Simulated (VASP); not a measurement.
# BeS (Pnma) in VASP: vibrations by perturbation theory with PBE

Aim: the vibrations by perturbation theory of BeS with PBE.

Program: VASP 6.6.1. These are calculated values, not measurements. Logs are shortened: lines on timing, memory, paths and dates and some standing lists are left out, and cuts for length are marked.

### 1 The cell of the first run

Symmetry: Pnma, No. 62, orthorhombic system. The conventional cell has a = 6.211 Å, b = 3.495 Å, c = 5.956 Å, α = 90.00°, β = 90.00°, γ = 90.00°. Within 2.8 Å of Be (site symmetry m) lie 4 S at 2.09 to 2.15 Å and 2 Be at 2.75 Å. Within 2.8 Å of S (site symmetry m) lie 4 Be at 2.09 to 2.15 Å.

### 2 Vibrations by perturbation theory, PBE

The input, INCAR:

```
ALGO     = Normal         # electronic algorithm
EDIFF    = 1E-8           # SCF threshold, eV
ENCUT    = 520            # plane-wave cutoff, eV
GGA      = PE             # functional
IBRION   = 8              # ionic algorithm
ISIF     = 2              # what is computed and relaxed
ISMEAR   = 0              # smearing method
LASPH    = True           # aspherical terms in the spheres
LCHARG   = False          # write CHGCAR
LEPSILON = True           # dielectric tensor by DFPT
LREAL    = False          # projectors in reciprocal space
LWAVE    = False          # write WAVECAR
NELM     = 60             # most SCF steps
NSW      = 1              # ionic steps
PREC     = Accurate       # precision mode
SIGMA    = 0.01           # smearing width, eV
```

The input, KPOINTS:

```
k-points
0
Gamma
  4 6 4
```

The input, POSCAR:

```
BeS
1.0
    6.2110542408      0.0000000000      0.0000000000
    0.0000000000      3.4951618340      0.0000000000
    0.0000000000      0.0000000000      5.9563238308
Be S
4 4
Direct
    0.8529097032      0.7500000000      0.4098994878
    0.6470902968      0.2500000000      0.9098994878
    0.3529097032      0.7500000000      0.0901005122
    0.1470902968      0.2500000000      0.5901005122
    0.8003040509      0.2500000000      0.5980624318
    0.6996959491      0.7500000000      0.0980624318
    0.3003040509      0.2500000000      0.9019375682
    0.1996959491      0.7500000000      0.4019375682
```

Potentials or basis: VASP PAW PBE potentials, release 64 (Be, S).

On the command line:

```sh
cat potpaw_PBE.64/Be/POTCAR potpaw_PBE.64/S/POTCAR > POTCAR
mpirun -np 1 vasp_std > vasp.out
```

OUTCAR:

```text
EDIFF = 1E-8
   ENCUT = 520
   GGA = PE
   IBRION = 8
   ISIF = 2
   ISMEAR = 0
   LASPH = True
   LEPSILON = True
   LREAL = False
   NELM = 60
   NSW = 1
   PREC = Accurate

 ion  position               nearest neighbor table
   1  0.853  0.750  0.410-   6 2.09   5 2.10   5 2.10   8 2.15
   2  0.647  0.250  0.910-   5 2.09   6 2.10   6 2.10   7 2.15
   3  0.353  0.750  0.090-   8 2.09   7 2.10   7 2.10   6 2.15
   4  0.147  0.250  0.590-   7 2.09   8 2.10   8 2.10   5 2.15
   5  0.800  0.250  0.598-   2 2.09   1 2.10   1 2.10   4 2.15
   6  0.700  0.750  0.098-   1 2.09   2 2.10   2 2.10   3 2.15
   7  0.300  0.250  0.902-   4 2.09   3 2.10   3 2.10   2 2.15
   8  0.200  0.750  0.402-   3 2.09   4 2.10   4 2.10   1 2.15

  LATTYP: Found a simple orthorhombic cell.
 ALAT       =     3.4951618340
 B/A-ratio  =     1.7041625291
 C/A-ratio  =     1.7770433919

  Lattice vectors:

 A1 = (   0.0000000000,   3.4951618340,   0.0000000000)
 A2 = (   0.0000000000,   0.0000000000,   5.9563238308)
 A3 = (   6.2110542408,   0.0000000000,   0.0000000000)

Analysis of symmetry for initial positions (statically):
=====================================================================
 Subroutine PRICEL returns:
 Original cell was already a primitive cell.

 Routine SETGRP: Setting up the symmetry group for a
 simple orthorhombic supercell.

 Subroutine GETGRP returns: Found  8 space group operations
 (whereof  2 operations were pure point group operations)
 out of a pool of  8 trial point group operations.

The static configuration has the point symmetry S_2 .
 The point group associated with its full space group is D_2h.

[... 914 lines left out ...]

 SECOND DERIVATIVES (NOT SYMMETRIZED)
 ------------------------------------
               1X          1Y          1Z          2X          2Y          2Z          3X          3Y          3Z          4X          4Y          4Z          5X          5Y          5Z          6X          6Y          6Z          7X          7Y          7Z          8X          8Y          8Z
  1X    -6.532264    0.000000   -0.809401    0.718021    0.000000    0.167132    0.965156    0.000000   -0.555434   -0.550916    0.000000    1.281727    1.442964    0.000000   -1.396638    0.691012    0.000000    1.658703   -0.203862    0.000000   -0.101063    3.469889    0.000000   -0.245025
  1Y     0.000000   -7.851400    0.000000    0.000000   -0.687630   -0.000000    0.000000    0.153439    0.000000    0.000000    0.248613    0.000000    0.000000    6.737632    0.000000    0.000000    0.714405    0.000000    0.000000    0.174395    0.000000    0.000000    0.510545    0.000000
  1Z    -0.809445    0.000000  -10.023003   -0.161559    0.000000    1.518373    0.558078    0.000000   -0.534621    1.280006    0.000000    0.106858   -1.661668    0.000000    4.090785    1.431014    0.000000    3.996158   -0.467282    0.000000   -0.358530   -0.169144    0.000000    1.203981
  2X     0.718021    0.000000   -0.167132   -6.532264    0.000000    0.809401   -0.550916    0.000000   -1.281727    0.965156    0.000000    0.555434    0.691012    0.000000   -1.658703    1.442964    0.000000    1.396638    3.469889    0.000000    0.245025   -0.203862    0.000000    0.101063
  2Y    -0.000000   -0.687630   -0.000000    0.000000   -7.851400    0.000000    0.000000    0.248613    0.000000    0.000000    0.153439    0.000000   -0.000000    0.714405    0.000000    0.000000    6.737632    0.000000    0.000000    0.510545    0.000000    0.000000    0.174395    0.000000
  2Z     0.161559    0.000000    1.518373    0.809445    0.000000  -10.023003   -1.280006    0.000000    0.106858   -0.558078    0.000000   -0.534621   -1.431014    0.000000    3.996158    1.661668    0.000000    4.090785    0.169144    0.000000    1.203981    0.467282    0.000000   -0.358530
  3X     0.965156    0.000000    0.555434   -0.550916    0.000000   -1.281727   -6.532264    0.000000    0.809401    0.718021    0.000000   -0.167132   -0.203862    0.000000    0.101063    3.469889    0.000000    0.245025    1.442964    0.000000    1.396638    0.691012    0.000000   -1.658703
  3Y     0.000000    0.153439    0.000000    0.000000    0.248613    0.000000    0.000000   -7.851400    0.000000   -0.000000   -0.687630   -0.000000    0.000000    0.174395    0.000000    0.000000    0.510545    0.000000    0.000000    6.737632    0.000000   -0.000000    0.714405    0.000000
  3Z    -0.558078    0.000000   -0.534621   -1.280006    0.000000    0.106858    0.809445    0.000000  -10.023003    0.161559    0.000000    1.518373    0.467282    0.000000   -0.358530    0.169144    0.000000    1.203981    1.661668    0.000000    4.090785   -1.431014    0.000000    3.996158
  4X    -0.550916    0.000000    1.281727    0.965156    0.000000   -0.555434    0.718021    0.000000    0.167132   -6.532264    0.000000   -0.809401    3.469889    0.000000   -0.245025   -0.203862    0.000000   -0.101063    0.691012    0.000000    1.658703    1.442964    0.000000   -1.396638
  4Y     0.000000    0.248613    0.000000    0.000000    0.153439    0.000000    0.000000   -0.687630   -0.000000    0.000000   -7.851400    0.000000    0.000000    0.510545    0.000000    0.000000    0.174395    0.000000    0.000000    0.714405    0.000000    0.000000    6.737632    0.000000
  4Z     1.280006    0.000000    0.106858    0.558078    0.000000   -0.534621   -0.161559    0.000000    1.518373   -0.809445    0.000000  -10.023003   -0.169144    0.000000    1.203981   -0.467282    0.000000   -0.358530    1.431014    0.000000    3.996158   -1.661668    0.000000    4.090785
  5X     1.429392    0.000000   -1.661358    0.694028    0.000000   -1.432652   -0.194913    0.000000    0.463582    3.467376    0.000000   -0.168576   -9.026188    0.000000    4.379330    0.131127    0.000000    0.117839    1.572591    0.000000   -0.316296    1.926586    0.000000   -1.381870
  5Y     0.000000    6.738660   -0.000000    0.000000    0.713589    0.000000    0.000000    0.176757   -0.000000    0.000000    0.509025    0.000000    0.000000   -9.331327    0.000000    0.000000    0.868811   -0.000000   -0.000000   -0.149041    0.000000    0.000000    0.473526    0.000000
  5Z    -1.392148    0.000000    4.086857   -1.660613    0.000000    3.997849    0.100006    0.000000   -0.355944   -0.240496    0.000000    1.199701    4.383658    0.000000  -12.285860   -0.116812    0.000000    2.731567    0.313959    0.000000    0.269012   -1.387555    0.000000    0.356817
  6X     0.694028    0.000000    1.432652    1.429392    0.000000    1.661358    3.467376    0.000000    0.168576   -0.194913    0.000000   -0.463582    0.131127    0.000000   -0.117839   -9.026188    0.000000   -4.379330    1.926586    0.000000    1.381870    1.572591    0.000000    0.316296
  6Y     0.000000    0.713589    0.000000    0.000000    6.738660   -0.000000    0.000000    0.509025    0.000000    0.000000    0.176757   -0.000000    0.000000    0.868811   -0.000000    0.000000   -9.331327    0.000000    0.000000    0.473526    0.000000    0.000000   -0.149041    0.000000
  6Z     1.660613    0.000000    3.997849    1.392148    0.000000    4.086857    0.240496    0.000000    1.199701   -0.100006    0.000000   -0.355944    0.116812    0.000000    2.731567   -4.383658    0.000000  -12.285860    1.387555    0.000000    0.356817   -0.313959    0.000000    0.269012
  7X    -0.194913    0.000000   -0.463582    3.467376    0.000000    0.168576    1.429392    0.000000    1.661358    0.694028    0.000000    1.432652    1.572591    0.000000    0.316296    1.926586    0.000000    1.381870   -9.026188    0.000000   -4.379330    0.131127    0.000000   -0.117839
  7Y     0.000000    0.176757   -0.000000    0.000000    0.509025    0.000000    0.000000    6.738660   -0.000000    0.000000    0.713589    0.000000    0.000000   -0.149041    0.000000    0.000000    0.473526    0.000000    0.000000   -9.331327    0.000000    0.000000    0.868811   -0.000000
  7Z    -0.100006    0.000000   -0.355944    0.240496    0.000000    1.199701    1.392148    0.000000    4.086857    1.660613    0.000000    3.997849   -0.313959    0.000000    0.269012    1.387555    0.000000    0.356817   -4.383658    0.000000  -12.285860    0.116812    0.000000    2.731567
  8X     3.467376    0.000000   -0.168576   -0.194913    0.000000    0.463582    0.694028    0.000000   -1.432652    1.429392    0.000000   -1.661358    1.926586    0.000000   -1.381870    1.572591    0.000000   -0.316296    0.131127    0.000000    0.117839   -9.026188    0.000000    4.379330
  8Y     0.000000    0.509025    0.000000    0.000000    0.176757   -0.000000    0.000000    0.713589    0.000000    0.000000    6.738660   -0.000000    0.000000    0.473526    0.000000   -0.000000   -0.149041    0.000000    0.000000    0.868811   -0.000000    0.000000   -9.331327    0.000000
  8Z    -0.240496    0.000000    1.199701    0.100006    0.000000   -0.355944   -1.660613    0.000000    3.997849   -1.392148    0.000000    4.086857   -1.387555    0.000000    0.356817    0.313959    0.000000    0.269012   -0.116812    0.000000    2.731567    4.383658    0.000000  -12.285860

 Eigenvectors and eigenvalues of the dynamical matrix
 ----------------------------------------------------

   1 f  =   19.124326 THz   120.161682 2PiTHz  637.918837 cm-1    79.091820 meV
             X         Y         Z           dx          dy          dz
      5.297468  2.621371  2.441494     0.191231   -0.000000    0.456283
      4.019113  0.873790  5.419656     0.191231   -0.000000   -0.456283
      2.191941  2.621371  0.536668    -0.191231   -0.000000    0.456283
      0.913586  0.873790  3.514830    -0.191231   -0.000000   -0.456283
      4.970732  0.873790  3.562254    -0.008986    0.000000    0.071805
      4.345849  2.621371  0.584092    -0.008986    0.000000   -0.071805
      1.865205  0.873790  5.372232     0.008986    0.000000    0.071805
      1.240322  2.621371  2.394070     0.008986    0.000000   -0.071805
[... 243 lines left out ...]
  24 f/i=    0.003825 THz     0.024032 2PiTHz    0.127580 cm-1     0.015818 meV
             X         Y         Z           dx          dy          dz
      5.297468  2.621371  2.441494     0.000094   -0.000000    0.234132
      4.019113  0.873790  5.419656    -0.000094   -0.000000    0.234132
      2.191941  2.621371  0.536668    -0.000094   -0.000000    0.234132
      0.913586  0.873790  3.514830     0.000094   -0.000000    0.234132
      4.970732  0.873790  3.562254     0.000255   -0.000000    0.441794
      4.345849  2.621371  0.584092    -0.000255   -0.000000    0.441794
      1.865205  0.873790  5.372232    -0.000255   -0.000000    0.441794
      1.240322  2.621371  2.394070     0.000255   -0.000000    0.441794

--------------------------------------------------------------------------------------------------------

 MACROSCOPIC STATIC DIELECTRIC TENSOR IONIC CONTRIBUTION
 ------------------------------------------------------
           2.927040    -0.000000    -0.000000
          -0.000000     1.992187    -0.000000
          -0.000000    -0.000000     1.786451
 ------------------------------------------------------

 ELASTIC MODULI CONTR FROM IONIC RELAXATION (kBar)
 Direction    XX          YY          ZZ          XY          YZ          ZX
 --------------------------------------------------------------------------------
 XX       -1168.2637    -35.0400      5.8166     -0.0000      0.0000     -0.0000
 YY         -35.0400   -182.6886     60.4922     -0.0000      0.0000      0.0000
 ZZ           5.8166     60.4922   -112.4569      0.0000      0.0000     -0.0000
 XY          -0.0000     -0.0000      0.0000    -50.8481     -0.0000     -0.0000
 YZ           0.0000      0.0000      0.0000     -0.0000   -236.4841      0.0000
 ZX          -0.0000      0.0000     -0.0000     -0.0000      0.0000    -88.1121
 --------------------------------------------------------------------------------

 PIEZOELECTRIC TENSOR IONIC CONTR  for field in x, y, z        (C/m^2)
          XX          YY          ZZ          XY          YZ          ZX
  --------------------------------------------------------------------------------
  x     0.00000    -0.00000    -0.00000     0.00000    -0.00000     0.00000
  y     0.00000     0.00000    -0.00000    -0.00000     0.00000     0.00000
  z     0.00000    -0.00000     0.00000    -0.00000     0.00000    -0.00000
```

Run time: 62 min. Hardware: 1 thread of Oxide Virtual Turin-like, shared host; peak memory 0.66 GiB.

What came out:

```yaml
Electronic_dielectric_tensor_diagonal: 4.54, 4.92, 4.75
Born_charges_mean_of_the_diagonal: Be +1.63; S -1.63 e
Highest_phonon_frequency_at_Γ_LO-TO_splitting_left_out: 638 cm⁻¹
```

Phonon frequencies in cm⁻¹ (negative: imaginary):
| q point | frequencies |
| --- | --- |
| (0.000, 0.000, 0.000) | 0 0 0 106 161 162 209 211 233 251 310 387 408 421 474 516 518 532 561 564 586 586 598 638 |

Electronic dielectric tensor:
```
4.54 0.00 0.00
0.00 4.92 0.00
0.00 0.00 4.75
```

Born effective charge tensors (e):
atom 1, Be
```
1.54 0.00 0.60
0.00 1.70 0.00
0.37 0.00 1.64
```
atom 2, Be
```
 1.54  0.00 -0.60
 0.00  1.70  0.00
-0.37  0.00  1.64
```
atom 3, Be
```
 1.54  0.00 -0.60
 0.00  1.70  0.00
-0.37  0.00  1.64
```
atom 4, Be
```
1.54 0.00 0.60
0.00 1.70 0.00
0.37 0.00 1.64
```
atom 5, S
```
-1.54  0.00  0.35
 0.00 -1.70  0.00
 0.42  0.00 -1.64
```
atom 6, S
```
-1.54  0.00 -0.35
 0.00 -1.70  0.00
-0.42  0.00 -1.64
```
atom 7, S
```
-1.54  0.00 -0.35
 0.00 -1.70  0.00
-0.42  0.00 -1.64
```
atom 8, S
```
-1.54  0.00  0.35
 0.00 -1.70  0.00
 0.42  0.00 -1.64
```
